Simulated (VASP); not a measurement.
# Te2As3 (P4mm) in VASP: notebook

Te2As3 is run at these levels: PBE; tasks: single point, relaxation of cell and atoms.

Everything below comes from runs of VASP 6.6.1. Logs are shortened: lines on timing, memory, paths and dates and some standing lists are left out, and cuts for length are marked.

**1. The cell of the first run**

It takes space group P4mm (No. 99, tetragonal). The conventional cell has a = 4.430 Å, b = 4.430 Å, c = 6.524 Å, α = 90.00°, β = 90.00°, γ = 90.00°. Te (site symmetry 4mm) has 6 As at 2.84 to 3.60 Å within 3.7 Å. Within 3.9 Å of Te (site symmetry 4mm) lie 8 As at 2.94 to 3.13 Å. Within 3.7 Å of As (site symmetry 2mm) lie 4 Te at 2.84 to 2.94 Å and 6 As at 2.87 to 3.13 Å. As (site symmetry 4mm) has 4 As at 2.87 Å and 6 Te at 2.93 to 3.60 Å within 3.8 Å.

**2. Single point, PBE**

The input, INCAR:

```
SYSTEM = Te2As3
ALGO = Normal ; EDIFF = 1E-6
ENCUT = 520 ; GGA = PE
ISIF = 2 ; ISMEAR = 0
LASPH = .True. ; LCHARG = .True.
LELF = .True. ; LREAL = .False.
LVHAR = .True. ; LWAVE = .False.
NBANDS = 22 ; NELM = 60
PREC = Accurate ; SIGMA = 0.1
```

The input, KPOINTS:

```
k-points
0
Gamma
  4 4 4
  0 0 0
```

The input, POSCAR:

```
Te2As3
1.0
    4.4297172300      0.0000000000      0.0000000000
    0.0000000000      4.4297172300      0.0000000000
    0.0000000000      0.0000000000      6.5244367600
Te As
2 3
Direct
    0.0000000000      0.0000000000      0.7211286400
    0.5000000000      0.5000000000      0.2898103300
    0.5000000000      0.0000000000      0.9934612500
    0.0000000000      0.5000000000      0.9934612500
    0.0000000000      0.0000000000      0.2721384500
```

Potentials or basis: VASP PAW PBE potentials, release 64 (Te, As).

Started as:

```
$ cat potpaw_PBE.64/Te/POTCAR potpaw_PBE.64/As/POTCAR > POTCAR
$ mpirun -np 1 vasp_std > vasp.out
```

OUTCAR:

```text
SYSTEM = Te2As3
   EDIFF = 1E-6
   ENCUT = 520
   GGA = PE
   ISIF = 2
   ISMEAR = 0
   LASPH = .True.
   LREAL = .False.
   NELM = 60
   PREC = Accurate

 ion  position               nearest neighbor table
   1  0.000  0.000  0.721-   3 2.84   4 2.84   4 2.84   3 2.84   5 2.93
   2  0.500  0.500  0.290-   3 2.94   4 2.94   3 2.94   4 2.94   5 3.13   5 3.13   5 3.13   5 3.13

   3  0.500  0.000  0.993-   1 2.84   1 2.84   5 2.87   5 2.87   2 2.94   2 2.94
   4  0.000  0.500  0.993-   1 2.84   1 2.84   5 2.87   5 2.87   2 2.94   2 2.94
   5  0.000  0.000  0.272-   3 2.87   4 2.87   4 2.87   3 2.87   1 2.93   2 3.13   2 3.13   2 3.13
                             2 3.13

  LATTYP: Found a simple tetragonal cell.
 ALAT       =     4.4297172300
 C/A-ratio  =     1.4728788366

  Lattice vectors:

 A1 = (   4.4297172300,   0.0000000000,   0.0000000000)
 A2 = (   0.0000000000,   4.4297172300,   0.0000000000)
 A3 = (   0.0000000000,   0.0000000000,   6.5244367600)

Analysis of symmetry for initial positions (statically):
=====================================================================
 Subroutine PRICEL returns:
 Original cell was already a primitive cell.

 Routine SETGRP: Setting up the symmetry group for a
 simple tetragonal supercell.

 Subroutine GETGRP returns: Found  8 space group operations
 (whereof  8 operations were pure point group operations)
 out of a pool of 16 trial point group operations.

The static configuration has the point symmetry C_4v.

Analysis of symmetry for dynamics (positions and initial velocities):
=====================================================================
 Subroutine PRICEL returns:
 Original cell was already a primitive cell.

 Routine SETGRP: Setting up the symmetry group for a
 simple tetragonal supercell.

 Subroutine GETGRP returns: Found  8 space group operations
 (whereof  8 operations were pure point group operations)
 out of a pool of 16 trial point group operations.

The dynamic configuration has the point symmetry C_4v.

 Subroutine INISYM returns: Found  8 space group operations
 (whereof  8 operations are pure point group operations),
 and found     1 'primitive' translations

----------------------------------------------------------------------------------------

                                     Primitive cell

  volume of cell :     128.0251

  direct lattice vectors                    reciprocal lattice vectors
     4.429717230  0.000000000  0.000000000     0.225748044  0.000000000  0.000000000
     0.000000000  4.429717230  0.000000000     0.000000000  0.225748044  0.000000000
     0.000000000  0.000000000  6.524436760     0.000000000  0.000000000  0.153269935

  length of vectors
     4.429717230  4.429717230  6.524436760     0.225748044  0.225748044  0.153269935

  position of ions in fractional coordinates (direct lattice)
     0.000000000  0.000000000  0.721128640
     0.500000000  0.500000000  0.289810330
     0.500000000  0.000000000  0.993461250
     0.000000000  0.500000000  0.993461250
     0.000000000  0.000000000  0.272138450

  ion indices of the primitive-cell ions
   primitive index   ion index
                 1           1
                 2           2
                 3           3
                 4           4
                 5           5

----------------------------------------------------------------------------------------

 KPOINTS: k-points

Automatic generation of k-mesh.
 Grid dimensions read from file:
 generate k-points for:    4    4    4

 Generating k-lattice:

  Cartesian coordinates                     Fractional coordinates (reciprocal lattice)
     0.056437011  0.000000000  0.000000000     0.250000000  0.000000000  0.000000000
     0.000000000  0.056437011  0.000000000     0.000000000  0.250000000  0.000000000
     0.000000000  0.000000000  0.038317484     0.000000000  0.000000000  0.250000000

  Length of vectors
     0.056437011  0.056437011  0.038317484

  Shift w.r.t. Gamma in fractional coordinates (k-lattice)
     0.000000000  0.000000000  0.000000000

 Subroutine IBZKPT returns following result:
 ===========================================

 Found     18 irreducible k-points:

 Following reciprocal coordinates:
            Coordinates               Weight
  0.000000  0.000000  0.000000      1.000000
  0.250000  0.000000  0.000000      4.000000
  0.500000  0.000000  0.000000      2.000000
  0.250000  0.250000  0.000000      4.000000
  0.500000  0.250000  0.000000      4.000000
  0.500000  0.500000  0.000000      1.000000
[... 10 lines left out ...]
  0.500000  0.250000  0.500000      4.000000
  0.500000  0.500000  0.500000      1.000000
   k-points           NKPTS =     18   k-points in BZ     NKDIM =     18   number of bands    NBANDS=     22
   number of dos      NEDOS =    301   number of ions     NIONS =      5
   total plane-waves  NPLWV =  64800
   dimension x,y,z NGX =    36 NGY =   36 NGZ =   50
   dimension x,y,z NGXF=    72 NGYF=   72 NGZF=  100
   ions per type =               2   3
   NGX,Y,Z   is equivalent  to a cutoff of  13.51, 13.51, 12.74 a.u.
   NGXF,Y,Z  is equivalent  to a cutoff of  27.02, 27.02, 25.48 a.u.
 SYSTEM =  Te2As3
   PREC   = accura    normal or accurate (medium, high low for compatibility)
   ISTART =      0    job   : 0-new  1-cont  2-samecut
   ICHARG =      2    charge: 1-file 2-atom 10-const
   ISPIN  =      1    spin polarized calculation?
   LNONCOLLINEAR =      F non collinear calculations
   LSORBIT =      F    spin-orbit coupling
   LASPH  =      T    aspherical Exc in radial PAW
   ENCUT  =  520.0 eV  38.22 Ry    6.18 a.u.   8.24  8.24 12.13*2*pi/ulx,y,z
   NELM   =     60;   NELMIN=  2; NELMDL= -5     # of ELM steps
   EDIFF  = 0.1E-05   stopping-criterion for ELM
   LREAL  =      F    real-space projection
   EDIFFG = 0.1E-04   stopping-criterion for IOM
   NSW    =      0    number of steps for IOM
   IBRION =     -1    ionic relax: 0-MD 1-quasi-New 2-CG
   NFREE  =      0    steps in history (QN), initial steepest desc. (CG)
   ISIF   =      2    stress and relaxation
   ISYM   =      2    0-nonsym 1-usesym 2-fastsym
   POTIM  = 0.5000    time-step for ionic-motion
   TEBEG  =    0.0;   TEEND  =   0.0 temperature during run
   PSTRESS=    0.0 pullay stress
   NELECT =      27.0000    total number of electrons
   NUPDOWN=      -1.0000    fix difference up-down
   EMIN   =  10.00;   EMAX   =-10.00  energy-range for DOS
   EFERMI =   0.00;   METHOD = LEGACY
   ISMEAR =     0;   SIGMA  =   0.10  broadening in eV -4-tet -1-fermi 0-gaus
   EFERMI_NEDOS =   21; number of points for ismear=-14 and -15
   IALGO  =     38    algorithm
   IMIX   =      4    mixing-type and parameters
     AMIX     =   0.40;   BMIX     =  1.00
     AMIX_MAG =   1.60;   BMIX_MAG =  1.00
  volume/ion in A,a.u.               =      25.61       172.79
  Fermi-wavevector in a.u.,A,eV,Ry     =   0.974461  1.841464 12.919739  0.949574
  Thomas-Fermi vector in A             =   2.104922
   LORBIT       =      0    0 simple, 1 ext, 2 COOP (PROOUT), +10 PAW based schemes
   GGA     = PE    functional components
   LHFCALC =     F    Hartree Fock is set to
   AEXX    =    0.0000 exact exchange contribution
   IVDW    =     0    specifies the selected vdW correction
   LEPSILON=     F    determine dielectric tensor
   LRPA    =     F    only Hartree local field effects (RPA)
 non-spin polarized calculation
 Gauss-broadening in eV      SIGMA  =   0.10
  energy-cutoff  :      520.00
  volume of cell :      128.03
 maximum number of plane-waves:      3472
 NGX is ok and might be reduce to    36
   NGX = 17   NGY = 17   NGZ = 25

 number of electron      26.9999995 magnetization

 Free energy of the ion-electron system (eV)
  ---------------------------------------------------
  ext. energy  EPLUGINS =         0.00000000
  ---------------------------------------------------
  free energy    TOTEN  =       -17.39757809 eV

  energy without entropy =      -17.36974865  energy(sigma->0) =      -17.38366337

 E-fermi :   6.1576     XC(G=0):  -9.6470

 val. band max:        6.1525561594   @ k =   0.0000   0.0000   0.5000
 cond. band min:       6.1705171344   @ k =   0.2500   0.0000   0.0000
 fundamental gap:      0.0179609750
 Fermi energy:         6.1576319912

 k-point     1 :       0.0000    0.0000    0.0000
  band No.  band energies     occupation
      1      -8.9090      2.00000
      2      -6.0595      2.00000
      3      -4.0229      2.00000
      4      -3.3347      2.00000
      5      -3.0532      2.00000
      6       0.3056      2.00000
[... 14 lines left out ...]
     21      10.2612      0.00000
     22      11.0776      0.00000

 k-point     2 :       0.2500    0.0000    0.0000
  band No.  band energies     occupation
      1      -8.4847      2.00000
      2      -5.9755      2.00000
      3      -4.6125      2.00000
      4      -3.8433      2.00000
      5      -3.3551      2.00000
      6       0.7444      2.00000
[... 14 lines left out ...]
     21      11.3976      0.00000
     22      12.0678      0.00000

 k-point     3 :       0.5000    0.0000    0.0000
  band No.  band energies     occupation
      1      -7.5075      2.00000
      2      -6.9393      2.00000
      3      -4.7194      2.00000
      4      -4.0754      2.00000
      5      -3.5345      2.00000
      6       1.3310      2.00000
[... 14 lines left out ...]
     21      11.9299      0.00000
     22      12.2515      0.00000
[... 326 lines left out ...]
 k-point    17 :       0.5000    0.2500    0.5000
  band No.  band energies     occupation
      1      -6.7995      2.00000
      2      -6.5196      2.00000
      3      -5.6243      2.00000
      4      -4.5148      2.00000
      5      -3.5860      2.00000
      6       0.2715      2.00000
[... 14 lines left out ...]
     21      11.2286      0.00000
     22      12.4620      0.00000

 k-point    18 :       0.5000    0.5000    0.5000
  band No.  band energies     occupation
      1      -5.8639      2.00000
      2      -5.6224      2.00000
      3      -5.4105      2.00000
      4      -5.4105      2.00000
      5      -5.1022      2.00000
      6      -0.0238      2.00000
[... 14 lines left out ...]
     21      11.0377      0.00000
     22      13.5919      0.00000

------------------------ aborting loop because EDIFF is reached ----------------------------------------

  FORCE on cell =-STRESS in cart. coord.  units (eV):
  Direction    XX          YY          ZZ          XY          YZ          ZX
  --------------------------------------------------------------------------------------
  -------------------------------------------------------------------------------------
  Total        4.0835750      4.0835750      4.0835294      0.0000000      0.0000000      0.0000000
  in kB       51.1041395     51.1041395     51.1035691      0.0000000      0.0000000      0.0000000
  external PRESSURE =      51.1039493 kB  Pullay stress =       0.0000000 kB

 VOLUME and BASIS-vectors are now :
 -----------------------------------------------------------------------------
  energy-cutoff  :      520.00
  volume of cell :      128.03
      direct lattice vectors                 reciprocal lattice vectors
     4.429717230  0.000000000  0.000000000     0.225748044  0.000000000  0.000000000
     0.000000000  4.429717230  0.000000000     0.000000000  0.225748044  0.000000000
     0.000000000  0.000000000  6.524436760     0.000000000  0.000000000  0.153269935

 POSITION                                       TOTAL-FORCE (eV/Angst)
 -----------------------------------------------------------------------------------
      0.00000      0.00000      4.70496        -0.000000      0.000000     -1.060029
      2.21486      2.21486      1.89085        -0.000000     -0.000000      0.696753
      2.21486      0.00000      6.48178         0.000000      0.000000      0.126597
      0.00000      2.21486      6.48178        -0.000000      0.000000      0.126597
      0.00000      0.00000      1.77555        -0.000000     -0.000000      0.110083
 -----------------------------------------------------------------------------------
    total drift:                               -0.000000      0.000000      0.000075

  FREE ENERGIE OF THE ION-ELECTRON SYSTEM (eV)
  ---------------------------------------------------
  free  energy   TOTEN  =       -17.3975780930 eV

  energy  without entropy=      -17.3697486495  energy(sigma->0) =      -17.38366337
```

Run time: 24 s. Hardware: 1 thread of Intel Xeon 6975P-C (Granite Rapids), shared host; peak memory 0.24 GiB.

What came out:

```
Free energy   : -17.3976 eV
Pressure      : 5.1 GPa
Largest force : 1.060 eV/Å
```

Forces on the atoms (eV/Å):
```
Te   0.000  0.000 -1.060
Te   0.000  0.000  0.697
As   0.000  0.000  0.127
As   0.000  0.000  0.127
As   0.000  0.000  0.110
```

Levels at points of the mesh, in eV from the Fermi level:
| k point | band 9 | band 10 | band 11 | band 12 | band 13 | band 14 | band 15 | band 16 | band 17 | band 18 |
| --- | --- | --- | --- | --- | --- | --- | --- | --- | --- | --- |
| (0.00, 0.00, 0.00) | -2.75 | -2.75 | -2.67 | -1.37 | -0.44 | -0.44 | 0.10 | 0.33 | 0.33 | 2.51 |
| (0.50, 0.00, 0.00) | -3.71 | -3.22 | -2.47 | -1.33 | -0.99 | -0.02 | 0.17 | 1.08 | 1.28 | 2.00 |
| (0.50, 0.50, 0.00) | -5.17 | -3.04 | -3.04 | -0.73 | 1.53 | 2.11 | 2.37 | 2.67 | 2.69 | 2.69 |
| (0.00, 0.00, 0.50) | -3.44 | -3.44 | -1.50 | -1.38 | -0.01 | 0.02 | 0.02 | 0.89 | 0.89 | 1.86 |
| (0.50, 0.00, 0.50) | -3.68 | -3.38 | -2.88 | -2.18 | -1.96 | -0.58 | -0.03 | 0.28 | 1.95 | 2.55 |
| (0.50, 0.50, 0.50) | -4.13 | -2.79 | -1.55 | -1.55 | 0.20 | 1.07 | 1.07 | 2.11 | 2.67 | 2.93 |

Caveat: spin-orbit coupling is left out, which moves the levels of the heavy elements; forces of over 1 eV/Å act on the atoms, so gaps and moduli don't describe the material at rest.

**3. Single point, PBE**

This run uses another cell than the first one, of 29.88 Å³/atom, 1.167 times its volume.

The input, INCAR:

```
ALGO = Normal
EDIFF = 1E-6
ENCUT = 520
GGA = PE
ISIF = 2
ISMEAR = 0
LASPH = True
LCHARG = False
LREAL = False
LWAVE = False
NBANDS = 22
NELM = 60
PREC = Accurate
SIGMA = 0.1
```

The input, KPOINTS:

```
k-points
0
Gamma
  4 4 4
```

The input, POSCAR:

```
Te2As3
1.0
    4.0982792021      0.0000000000      0.0000000000
    0.0000000000      4.0982792021      0.0000000000
    0.0000000000      0.0000000000      8.8953873955
Te As
2 3
Direct
    0.0000000000      0.0000000000      0.6223644453
    0.5000000000      0.5000000000      0.5243092650
    0.5000000000      0.0000000000      0.9803150214
    0.0000000000      0.5000000000      0.9803150214
    0.0000000000      0.0000000000      0.1626961669
```

Potentials or basis: VASP PAW PBE potentials, release 64 (Te, As).

Started as:

```
$ cat potpaw_PBE.64/Te/POTCAR potpaw_PBE.64/As/POTCAR > POTCAR
$ mpirun -np 1 vasp_std > vasp.out
```

Wall time 29 s (1 thread of Intel Xeon 6975P-C (Granite Rapids), shared host); peak memory 0.24 GiB.

Results (log left out):

```yaml
Free_energy: -18.9755 eV
Pressure: 0.3 GPa
Largest_force: 0.021 eV/Å
```

Forces on the atoms (eV/Å):
```
Te   0.000  0.000  0.006
Te   0.000  0.000 -0.011
As   0.000  0.000 -0.008
As   0.000  0.000 -0.008
As   0.000  0.000  0.021
```

Stress tensor (GPa, compression positive):
```
0.33 0.00 0.00
0.00 0.33 0.00
0.00 0.00 0.15
```

Levels at points of the mesh, in eV from the Fermi level:
```tsv
k point	band 9	band 10	band 11	band 12	band 13	band 14	band 15	band 16	band 17	band 18
(0.00, 0.00, 0.00)	-3.77	-3.24	-2.71	-0.47	-0.04	0.40	0.57	0.57	2.25	2.25
(0.50, 0.00, 0.00)	-2.67	-2.29	-1.59	-1.56	-1.31	-0.92	-0.44	-0.10	0.33	2.10
(0.50, 0.50, 0.00)	-5.03	-3.30	-3.30	-1.79	-1.66	1.42	1.64	1.64	2.64	2.64
(0.00, 0.00, 0.50)	-3.80	-3.80	-1.57	-1.03	0.35	0.38	0.67	0.67	2.20	2.20
(0.50, 0.00, 0.50)	-3.29	-2.49	-1.62	-1.55	-1.12	-0.93	-0.47	0.14	0.60	2.17
(0.50, 0.50, 0.50)	-4.93	-3.17	-3.17	-2.17	-1.72	0.84	0.84	2.28	3.48	3.71
```

Caveat: the k points lie up to 0.38 Å⁻¹ apart; spin-orbit coupling is left out, which moves the levels of the heavy elements; this functional lacks dispersion, which binds the layers, so the pressure and a relaxed spacing across them are unreliable.

**4. Single point, PBE**

This run uses another cell than the first one, of 28.61 Å³/atom, 1.117 times its volume.

The input, INCAR:

```
SYSTEM = Te2As3
PREC = Accurate
ENCUT = 520
EDIFF = 1E-6
ISMEAR = 0
SIGMA = 0.1
LREAL = .False.
LASPH = .True.
NELM = 100
ALGO = Normal
ISIF = 2
LWAVE = .False.
LCHARG = .False.
GGA = PE
NBANDS = 22
```

The input, KPOINTS:

```
regular mesh
0
Gamma
  10 10 4
  0 0 0
```

The input, POSCAR:

```
Te2As3
1.0
    4.1289150298      0.0000000000      0.0000000000
    0.0000000000      4.1289150298      0.0000000000
    0.0000000000      0.0000000000      8.3914832392
Te As
2 3
Direct
    0.0000000000      0.0000000000      0.6272369694
    0.5000000000      0.5000000000      0.5264842239
    0.5000000000      0.0000000000      0.9744583585
    0.0000000000      0.5000000000      0.9744583585
    0.0000000000      0.0000000000      0.1673620099
```

Started as:

```
$ cat potpaw_PBE.64/Te/POTCAR potpaw_PBE.64/As/POTCAR > POTCAR
$ mpirun -np 1 vasp_std > vasp.out
```

Run time: 74 s. Hardware: 1 thread of Intel Xeon 6975P-C (Granite Rapids), shared host; peak memory 0.36 GiB.

The run converged. Its results:

- Free energy: -19.0461 eV
- Pressure: 0.1 GPa
- Largest force: 0.052 eV/Å

Forces in eV/Å, atoms in the order of the input:
```
Te   0.000  0.000  0.000
Te   0.000  0.000  0.003
As   0.000  0.000 -0.028
As   0.000  0.000 -0.028
As   0.000  0.000  0.052
```

Levels at points of the mesh, in eV from the Fermi level:
```csv
k point,band 11,band 12,band 13,band 14,band 15,band 16
"(0.00, 0.00, 0.00)",-2.39,-0.34,0.38,0.38,0.66,0.66
"(0.50, 0.00, 0.00)",-1.45,-1.38,-1.10,-0.77,-0.41,0.01
"(0.50, 0.50, 0.00)",-3.17,-1.60,-1.32,1.68,2.06,2.06
"(0.00, 0.00, 0.50)",-1.35,-0.48,0.34,0.75,0.85,0.85
"(0.50, 0.00, 0.50)",-1.51,-1.36,-0.96,-0.81,-0.44,0.34
"(0.50, 0.50, 0.50)",-2.92,-2.21,-1.45,0.92,0.92,2.93
```

Caveat: spin-orbit coupling is left out, which moves the levels of the heavy elements; this functional lacks dispersion, which binds the layers, so the pressure and a relaxed spacing across them are unreliable.

(Part 1 of 2 ends here.)
